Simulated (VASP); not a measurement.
# Pd (Fm-3m) in VASP: a series of runs

Runs on Pd. Level: r2SCAN. Tasks: single point.

All numbers are computed with VASP 6.6.1; they aren't measurements. Logs are shortened: lines on timing, memory, paths and dates and some standing lists are left out, and cuts for length are marked.

## Step 1: The cell of the first run

It takes space group Fm-3m (No. 225, cubic). Conventional cell: a = 3.916 Å, b = 3.916 Å, c = 3.916 Å, α = 90.00°, β = 90.00°, γ = 90.00°. Pd (site symmetry m-3m) has 12 Pd at 2.77 Å within 3.6 Å.

## Step 2: Single point, r2SCAN

POSCAR reads:

```
Pd
1.0
    0.0000000000      1.9578588184      1.9578588184
    1.9578588184      0.0000000000      1.9578588184
    1.9578588184      1.9578588184      0.0000000000
Pd
1
Direct
    0.0000000000      0.0000000000      0.0000000000
```

INCAR.step1 reads:

```
ALGO = Normal
EDIFF = 1E-4
ENCUT = 520
GGA = PE
ISMEAR = -1
LASPH = T
LCHARG = F
LREAL = F
LWAVE = T
NBANDS = 11
NELM = 60
PREC = Accurate
SIGMA = 0.1
```

INCAR.step2 reads:

```
ALGO = Normal
EDIFF = 1E-6
ENCUT = 520
ISIF = 2
ISMEAR = -1
ISTART = 1
LASPH = T
LCHARG = F
LMIXTAU = T
LREAL = F
LWAVE = F
METAGGA = R2SCAN
NBANDS = 11
NELM = 60
PREC = Accurate
SIGMA = 0.1
```

KPOINTS reads:

```
k-points
0
Gamma
  15 15 15
```

Potentials or basis: VASP PAW PBE potentials, release 64 (Pd).

Run with:

```bash
cat potpaw_PBE.64/Pd/POTCAR > POTCAR
cp INCAR.step1 INCAR
mpirun -np 1 vasp_std > vasp.out
cp INCAR.step2 INCAR
mpirun -np 1 vasp_std > vasp.out
```

OUTCAR:

```text
EDIFF = 1E-6
   ENCUT = 520
   ISIF = 2
   ISMEAR = -1
   ISTART = 1
   LASPH = T
   LREAL = F
   METAGGA = R2SCAN
   NELM = 60
   PREC = Accurate

 ion  position               nearest neighbor table
   1  0.000  0.000  0.000-

  LATTYP: Found a face centered cubic cell.
 ALAT       =     3.9157176368

  Lattice vectors:

 A1 = (   0.0000000000,   1.9578588184,   1.9578588184)
 A2 = (   1.9578588184,   0.0000000000,   1.9578588184)
 A3 = (   1.9578588184,   1.9578588184,   0.0000000000)

Analysis of symmetry for initial positions (statically):
=====================================================================
 Subroutine PRICEL returns:
 Original cell was already a primitive cell.

 Routine SETGRP: Setting up the symmetry group for a
 face centered cubic supercell.

 Subroutine GETGRP returns: Found 48 space group operations
 (whereof 48 operations were pure point group operations)
 out of a pool of 48 trial point group operations.

The static configuration has the point symmetry O_h .

Analysis of symmetry for dynamics (positions and initial velocities):
=====================================================================
 Subroutine PRICEL returns:
 Original cell was already a primitive cell.

 Routine SETGRP: Setting up the symmetry group for a
 face centered cubic supercell.

 Subroutine GETGRP returns: Found 48 space group operations
 (whereof 48 operations were pure point group operations)
 out of a pool of 48 trial point group operations.

The dynamic configuration has the point symmetry O_h .

 Subroutine INISYM returns: Found 48 space group operations
 (whereof 48 operations are pure point group operations),
 and found     1 'primitive' translations

----------------------------------------------------------------------------------------

                                     Primitive cell

  volume of cell :      15.0098

  direct lattice vectors                    reciprocal lattice vectors
     0.000000000  1.957858818  1.957858818    -0.255381029  0.255381029  0.255381029
     1.957858818  0.000000000  1.957858818     0.255381029 -0.255381029  0.255381029
     1.957858818  1.957858818  0.000000000     0.255381029  0.255381029 -0.255381029

  length of vectors
     2.768830494  2.768830494  2.768830494     0.442332918  0.442332918  0.442332918

  position of ions in fractional coordinates (direct lattice)
     0.000000000  0.000000000  0.000000000

  ion indices of the primitive-cell ions
   primitive index   ion index
                 1           1

----------------------------------------------------------------------------------------

 KPOINTS: k-points

Automatic generation of k-mesh.
 Grid dimensions read from file:
 generate k-points for:   15   15   15

 Generating k-lattice:

  Cartesian coordinates                     Fractional coordinates (reciprocal lattice)
    -0.017025402  0.017025402  0.017025402     0.066666667  0.000000000  0.000000000
     0.017025402 -0.017025402  0.017025402     0.000000000  0.066666667  0.000000000
     0.017025402  0.017025402 -0.017025402     0.000000000  0.000000000  0.066666667

  Length of vectors
     0.029488861  0.029488861  0.029488861

  Shift w.r.t. Gamma in fractional coordinates (k-lattice)
     0.000000000  0.000000000  0.000000000

 Subroutine IBZKPT returns following result:
 ===========================================

 Found    120 irreducible k-points:

 Following reciprocal coordinates:
            Coordinates               Weight
  0.000000  0.000000  0.000000      1.000000
  0.066667  0.000000  0.000000      8.000000
  0.133333  0.000000  0.000000      8.000000
  0.200000  0.000000  0.000000      8.000000
  0.266667  0.000000  0.000000      8.000000
  0.333333  0.000000  0.000000      8.000000
[... 16 lines left out ...]
  0.133333  0.133333  0.000000      6.000000
  0.200000  0.133333  0.000000     24.000000
 [... further k-points ...]
   k-points           NKPTS =    120   k-points in BZ     NKDIM =    120   number of bands    NBANDS=     11
   number of dos      NEDOS =    301   number of ions     NIONS =      1
   total plane-waves  NPLWV =  13824
   dimension x,y,z NGX =    24 NGY =   24 NGZ =   24
   dimension x,y,z NGXF=    48 NGYF=   48 NGZF=   48
   ions per type =               1
   NGX,Y,Z   is equivalent  to a cutoff of  14.41, 14.41, 14.41 a.u.
   NGXF,Y,Z  is equivalent  to a cutoff of  28.82, 28.82, 28.82 a.u.
 SYSTEM =  unknown system
   PREC   = accura    normal or accurate (medium, high low for compatibility)
   ISTART =      1    job   : 0-new  1-cont  2-samecut
   ICHARG =      0    charge: 1-file 2-atom 10-const
   ISPIN  =      1    spin polarized calculation?
   LNONCOLLINEAR =      F non collinear calculations
   LSORBIT =      F    spin-orbit coupling
   LASPH  =      T    aspherical Exc in radial PAW
   ENCUT  =  520.0 eV  38.22 Ry    6.18 a.u.   5.15  5.15  5.15*2*pi/ulx,y,z
   NELM   =     60;   NELMIN=  2; NELMDL=  0     # of ELM steps
   EDIFF  = 0.1E-05   stopping-criterion for ELM
   LREAL  =      F    real-space projection
   EDIFFG = 0.1E-04   stopping-criterion for IOM
   NSW    =      0    number of steps for IOM
   IBRION =     -1    ionic relax: 0-MD 1-quasi-New 2-CG
   NFREE  =      0    steps in history (QN), initial steepest desc. (CG)
   ISIF   =      2    stress and relaxation
   ISYM   =      2    0-nonsym 1-usesym 2-fastsym
   POTIM  = 0.5000    time-step for ionic-motion
   TEBEG  =    0.0;   TEEND  =   0.0 temperature during run
   PSTRESS=    0.0 pullay stress
   NELECT =      10.0000    total number of electrons
   NUPDOWN=      -1.0000    fix difference up-down
   EMIN   =  10.00;   EMAX   =-10.00  energy-range for DOS
   EFERMI =   0.00;   METHOD = LEGACY
   ISMEAR =    -1;   SIGMA  =   0.10  broadening in eV -4-tet -1-fermi 0-gaus
   EFERMI_NEDOS =   21; number of points for ismear=-14 and -15
   IALGO  =     38    algorithm
   IMIX   =      4    mixing-type and parameters
     AMIX     =   0.40;   BMIX     =  1.00
     AMIX_MAG =   1.60;   BMIX_MAG =  1.00
  volume/ion in A,a.u.               =      15.01       101.29
  Fermi-wavevector in a.u.,A,eV,Ry     =   1.429827  2.701981 27.815818  2.044405
  Thomas-Fermi vector in A             =   2.549738
   LORBIT       =      0    0 simple, 1 ext, 2 COOP (PROOUT), +10 PAW based schemes
   METAGGA = R2SCAN    functional components
   LHFCALC =     F    Hartree Fock is set to
   AEXX    =    0.0000 exact exchange contribution
   IVDW    =     0    specifies the selected vdW correction
   LEPSILON=     F    determine dielectric tensor
   LRPA    =     F    only Hartree local field effects (RPA)
 non-spin polarized calculation
  energy-cutoff  :      520.00
  volume of cell :       15.01
 maximum number of plane-waves:       419
 NGX is ok and might be reduce to    24
   NGX = 11   NGY = 11   NGZ = 11

 number of electron       9.9999999 magnetization

 Free energy of the ion-electron system (eV)
  ---------------------------------------------------
  ext. energy  EPLUGINS =         0.00000000
  ---------------------------------------------------
  free energy    TOTEN  =       -22.98325018 eV

  energy without entropy =      -22.92383679  energy(sigma->0) =      -22.95354348

 E-fermi :   9.3355     XC(G=0): -14.0056

 val. band max:        9.3299165915   @ k =  -0.4667   0.3333   0.0667
 cond. band min:       9.3445886695   @ k =   0.4667   0.2000   0.0000
 fundamental gap:      0.0146720780
 Fermi energy:         9.3354641220

 k-point     1 :       0.0000    0.0000    0.0000
  band No.  band energies     occupation
      1       2.2655      2.00000
      2       6.4782      2.00000
      3       6.4782      2.00000
      4       6.4782      2.00000
      5       8.0429      2.00000
      6       8.0429      2.00000
      7      27.3310      0.00000
      8      31.8156      0.00000
      9      32.2139      0.00000
     10      32.2139      0.00000
     11      32.2139      0.00000

 k-point     2 :       0.0667    0.0000    0.0000
  band No.  band energies     occupation
      1       2.4301      2.00000
      2       6.4218      2.00000
      3       6.5344      2.00000
      4       6.5344      2.00000
      5       8.0170      2.00000
      6       8.0170      2.00000
      7      27.4921      0.00000
      8      31.1209      0.00000
      9      31.8442      0.00000
     10      32.3926      0.00000
     11      32.3927      0.00000

 k-point     3 :       0.1333    0.0000    0.0000
  band No.  band energies     occupation
      1       2.8949      2.00000
      2       6.2978      2.00000
      3       6.6690      2.00000
      4       6.6690      2.00000
      5       7.9767      2.00000
      6       7.9767      2.00000
      7      27.7023      0.00000
      8      29.2198      0.00000
      9      31.8357      0.00000
     10      32.8816      0.00000
     11      32.8816      0.00000

 k-point     4 :       0.2000    0.0000    0.0000
  band No.  band energies     occupation
      1       3.5355      2.00000
      2       6.2668      2.00000
      3       6.7721      2.00000
      4       6.7722      2.00000
      5       8.0366      2.00000
      6       8.0366      2.00000
      7      26.2353      0.00000
      8      28.5854      0.00000
      9      31.8306      0.00000
     10      33.5031      0.00000
     11      33.5031      0.00000
[... 239 lines left out ...]
 k-point    22 :      -0.0667    0.0667    0.0000
  band No.  band energies     occupation
      1       2.6965      2.00000
      2       6.3133      2.00000
      3       6.6125      2.00000
      4       6.6534      2.00000
      5       7.8933      2.00000
      6       8.0755      1.99999
      7      27.7139      0.00000
      8      30.1323      0.00000
      9      31.8401      0.00000
     10      31.9128      0.00000
     11      33.0554      0.00000

 k-point    23 :       0.1333    0.1333    0.0000
  band No.  band energies     occupation
      1       3.1072      2.00000
      2       6.0374      2.00000
      3       6.8676      2.00000
      4       6.8676      2.00000
      5       7.6197      2.00000
      6       8.2243      1.99997
      7      28.1818      0.00000
      8      30.2117      0.00000
      9      31.2677      0.00000
     10      31.2677      0.00000
     11      31.8370      0.00000

 k-point    24 :       0.2000    0.1333    0.0000
  band No.  band energies     occupation
      1       3.6102      2.00000
      2       5.8437      2.00000
      3       6.9934      2.00000
      4       7.0543      2.00000
      5       7.5856      2.00000
      6       8.3282      1.99992
      7      28.0729      0.00000
      8      28.9582      0.00000
      9      30.7100      0.00000
     10      31.6040      0.00000
     11      31.8175      0.00000

 [... further k-points ...]
[... 5 lines left out ...]
  --------------------------------------------------------------------------------------
  -------------------------------------------------------------------------------------
  Total       -0.0227661     -0.0227661     -0.0227661      0.0000000      0.0000000     -0.0000000
  in kB       -2.4301076     -2.4301076     -2.4301076      0.0000000      0.0000000     -0.0000000
  external PRESSURE =      -2.4301076 kB  Pullay stress =       0.0000000 kB

 VOLUME and BASIS-vectors are now :
 -----------------------------------------------------------------------------
  energy-cutoff  :      520.00
  volume of cell :       15.01
      direct lattice vectors                 reciprocal lattice vectors
     0.000000000  1.957858818  1.957858818    -0.255381029  0.255381029  0.255381029
     1.957858818  0.000000000  1.957858818     0.255381029 -0.255381029  0.255381029
     1.957858818  1.957858818  0.000000000     0.255381029  0.255381029 -0.255381029

 POSITION                                       TOTAL-FORCE (eV/Angst)
 -----------------------------------------------------------------------------------
      0.00000      0.00000      0.00000         0.000000      0.000000     -0.000000
 -----------------------------------------------------------------------------------
    total drift:                               -0.000000      0.000000     -0.000000

  FREE ENERGIE OF THE ION-ELECTRON SYSTEM (eV)
  ---------------------------------------------------
  free  energy   TOTEN  =       -22.9832501750 eV

  energy  without entropy=      -22.9238367898  energy(sigma->0) =      -22.95354348
```

It took 35 s on 1 thread of Intel Xeon Platinum 8559C (Emerald Rapids), shared host; peak memory 0.15 GiB.

Results:

```
Free energy            : -22.9833 eV
Pressure               : -0.2 GPa
Band gap on the k mesh : zero (band 5 reaches 9.58 eV, above the bottom of band 6 at 7.98 eV)
```

Caveat: the PAW data sets were made with another functional, which shifts forces and pressure a little.

## Step 3: Single point, r2SCAN

This run uses another cell than the first one, of 15.47 Å³/atom, 1.031 times its volume.

POSCAR reads:

```
Pd
1.0
    0.0000000000      1.9776365087      1.9776365087
    1.9776365087      0.0000000000      1.9776365087
    1.9776365087      1.9776365087      0.0000000000
Pd
1
Direct
    0.0000000000      0.0000000000      0.0000000000
```

INCAR.step1 reads:

```
PREC = Accurate
ENCUT = 520
ISMEAR = -1
SIGMA = 0.1
LREAL = F
LASPH = T
NELM = 80
NBANDS = 11
GGA = PE
ALGO = Normal
EDIFF = 1E-4
LWAVE = T
LCHARG = F
```

INCAR.step2 reads:

```
PREC = Accurate
ENCUT = 520
EDIFF = 1E-6
ISMEAR = -1
SIGMA = 0.1
LREAL = F
LASPH = T
NELM = 80
ALGO = Normal
ISIF = 2
LWAVE = F
LCHARG = F
METAGGA = R2SCAN
LMIXTAU = T
NBANDS = 11
ISTART = 1
```

KPOINTS reads:

```
regular mesh
0
Gamma
  15 15 15
```

Potentials or basis: VASP PAW PBE potentials, release 64 (Pd).

Run with:

```bash
cat potpaw_PBE.64/Pd/POTCAR > POTCAR
cp INCAR.step1 INCAR
mpirun -np 1 vasp_std > vasp.out
cp INCAR.step2 INCAR
mpirun -np 1 vasp_std > vasp.out
```

It took 36 s on 1 thread of Intel Xeon Platinum 8559C (Emerald Rapids), shared host; peak memory 0.16 GiB.

The run converged. Its results:

* Free energy: -22.9752 eV
* Pressure: -5.3 GPa
* Band gap on the k mesh: zero (band 5 reaches 9.07 eV, above the bottom of band 6 at 7.55 eV)

Levels at points of the mesh, in eV from the Fermi level:
```
           k point  band 3  band 4  band 5  band 6  band 7  band 8
(0.00, 0.00, 0.00)   -2.72   -2.72   -1.24   -1.24   17.96   22.59
```

Caveat: the PAW data sets were made with another functional, which shifts forces and pressure a little.

## Step 4: Single point, r2SCAN

This run uses another cell than the first one, of 15.93 Å³/atom, 1.061 times its volume.

POSCAR reads:

```
Pd
1.0
    0.0000000000      1.9970263384      1.9970263384
    1.9970263384      0.0000000000      1.9970263384
    1.9970263384      1.9970263384      0.0000000000
Pd
1
Direct
    0.0000000000      0.0000000000      0.0000000000
```

INCAR.step1 is that of step 3.

INCAR.step2 is that of step 3.

KPOINTS reads:

```
Automatic mesh
0
Gamma
  15 15 15
```

Potentials or basis: VASP PAW PBE potentials, release 64 (Pd).

Run with:

```bash
cat potpaw_PBE.64/Pd/POTCAR > POTCAR
cp INCAR.step1 INCAR
mpirun -np 1 vasp_std > vasp.out
cp INCAR.step2 INCAR
mpirun -np 1 vasp_std > vasp.out
```

OUTCAR:

```text
PREC = Accurate
   ENCUT = 520
   EDIFF = 1E-6
   ISMEAR = -1
   LREAL = F
   LASPH = T
   NELM = 80
   ISIF = 2
   METAGGA = R2SCAN
   ISTART = 1

 ion  position               nearest neighbor table
   1  0.000  0.000  0.000-

  LATTYP: Found a face centered cubic cell.
 ALAT       =     3.9940526768

  Lattice vectors:

 A1 = (   0.0000000000,   1.9970263384,   1.9970263384)
 A2 = (   1.9970263384,   0.0000000000,   1.9970263384)
 A3 = (   1.9970263384,   1.9970263384,   0.0000000000)

Analysis of symmetry for initial positions (statically):
=====================================================================
 Subroutine PRICEL returns:
 Original cell was already a primitive cell.

 Routine SETGRP: Setting up the symmetry group for a
 face centered cubic supercell.

 Subroutine GETGRP returns: Found 48 space group operations
 (whereof 48 operations were pure point group operations)
 out of a pool of 48 trial point group operations.

The static configuration has the point symmetry O_h .

Analysis of symmetry for dynamics (positions and initial velocities):
[... 166 lines left out ...]
      1       1.7854      2.00000
      2       5.7940      2.00000
      3       5.7940      2.00000
      4       5.7940      2.00000
      5       7.2084      1.99999
      6       7.2084      1.99999
      7      26.3142      0.00000
      8      30.8386      0.00000
      9      30.8386      0.00000
     10      30.8386      0.00000
     11      31.1018      0.00000
[... 309 lines left out ...]
 k-point    24 :       0.2000    0.1333    0.0000
  band No.  band energies     occupation
      1       3.0683      2.00000
      2       5.2224      2.00000
      3       6.2649      2.00000
      4       6.3193      2.00000
      5       6.8026      2.00000
      6       7.4683      1.99980
      7      26.6730      0.00000
      8      27.6974      0.00000
      9      29.0815      0.00000
     10      30.1008      0.00000
     11      31.0954      0.00000

 [... further k-points ...]

------------------------ aborting loop because EDIFF is reached ----------------------------------------

  FORCE on cell =-STRESS in cart. coord.  units (eV):
  Direction    XX          YY          ZZ          XY          YZ          ZX
  --------------------------------------------------------------------------------------
  -------------------------------------------------------------------------------------
  Total       -0.9390516     -0.9390516     -0.9390516      0.0000000      0.0000000      0.0000000
  in kB      -94.4536377    -94.4536377    -94.4536377      0.0000000      0.0000000      0.0000000
  external PRESSURE =     -94.4536377 kB  Pullay stress =       0.0000000 kB

 VOLUME and BASIS-vectors are now :
 -----------------------------------------------------------------------------
  energy-cutoff  :      520.00
  volume of cell :       15.93
      direct lattice vectors                 reciprocal lattice vectors
     0.000000000  1.997026338  1.997026338    -0.250372261  0.250372261  0.250372261
     1.997026338  0.000000000  1.997026338     0.250372261 -0.250372261  0.250372261
     1.997026338  1.997026338  0.000000000     0.250372261  0.250372261 -0.250372261

 POSITION                                       TOTAL-FORCE (eV/Angst)
 -----------------------------------------------------------------------------------
      0.00000      0.00000      0.00000         0.000000      0.000000     -0.000000
 -----------------------------------------------------------------------------------
    total drift:                                0.000000     -0.000000     -0.000000

  FREE ENERGIE OF THE ION-ELECTRON SYSTEM (eV)
  ---------------------------------------------------
  free  energy   TOTEN  =       -22.9540690444 eV

  energy  without entropy=      -22.8904960193  energy(sigma->0) =      -22.92228253
```

Run time: 38 s. Hardware: 1 thread of Intel Xeon Platinum 8559C (Emerald Rapids), shared host; peak memory 0.16 GiB.

What came out:

```yaml
Free_energy: -22.9541 eV
Pressure: -9.4 GPa
Band_gap_on_the_k_mesh: zero (band 5 reaches 8.60 eV, above the bottom of band 6 at 7.15 eV)
```

Levels at points of the mesh, in eV from the Fermi level:
```
           k point  band 1  band 2  band 3  band 4  band 5  band 6  band 7  band 8  band 9  band 10
(0.00, 0.00, 0.00)   -6.61   -2.60   -2.60   -2.60   -1.18   -1.18   17.92   22.45   22.45    22.45
```

Caveat: the PAW data sets were made with another functional, which shifts forces and pressure a little.

[end of part 1 of 2]
